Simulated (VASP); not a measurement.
Input of a VASP 6.6.1 run:

The input INCAR:

```
PREC     = Accurate       # precision mode
ENCUT    = 600            # plane-wave cutoff, eV
EDIFF    = 1E-6           # SCF threshold, eV
ISMEAR   = -1             # smearing method
SIGMA    = 0.05           # smearing width, eV
LREAL    = False          # projectors in reciprocal space
LASPH    = True           # aspherical terms in the spheres
NELM     = 120            # most SCF steps
ALGO     = Normal         # electronic algorithm
ISIF     = 2              # what is computed and relaxed
LWAVE    = False          # write WAVECAR
LCHARG   = False          # write CHGCAR
GGA      = PS             # functional
NBANDS   = 33             # bands
GGA_COMPAT= False
```

KPOINTS

```
regular mesh
0
Gamma
  8 8 4
```

POSCAR

```
ZnSn2N2
1.0
    3.3523260000      0.0000000000      0.0000000000
    0.0000000000      3.3523260000      0.0000000000
    0.0000000000      0.0000000000      8.0642090000
Sn Zn N
2 1 2
Direct
    0.5000000000      0.5000000000      0.3058270000
    0.5000000000      0.5000000000      0.6941730000
    0.0000000000      0.0000000000      0.0000000000
    0.0000000000      0.5000000000      0.8541900000
    0.5000000000      0.0000000000      0.1458100000
```

Potentials or basis: VASP PAW PBE potentials, release 64 (Sn_d, Zn, N).

The run is started by

```sh
$ cat potpaw_PBE.64/Sn_d/POTCAR potpaw_PBE.64/Zn/POTCAR potpaw_PBE.64/N/POTCAR > POTCAR
$ mpirun -np 1 vasp_std > vasp.out
```

(1) What does it give for the pressure?

(2) Estimate the band gap on the k mesh.

Answers

(1) -4.3 GPa.

(2) zero (bands 25 and 26 overlap by 1.54 eV).

Caveat: the cell stands under tension; the PAW data sets were made with another functional, which shifts forces and pressure a little; spin-orbit coupling is left out, which moves the levels of the heavy elements.
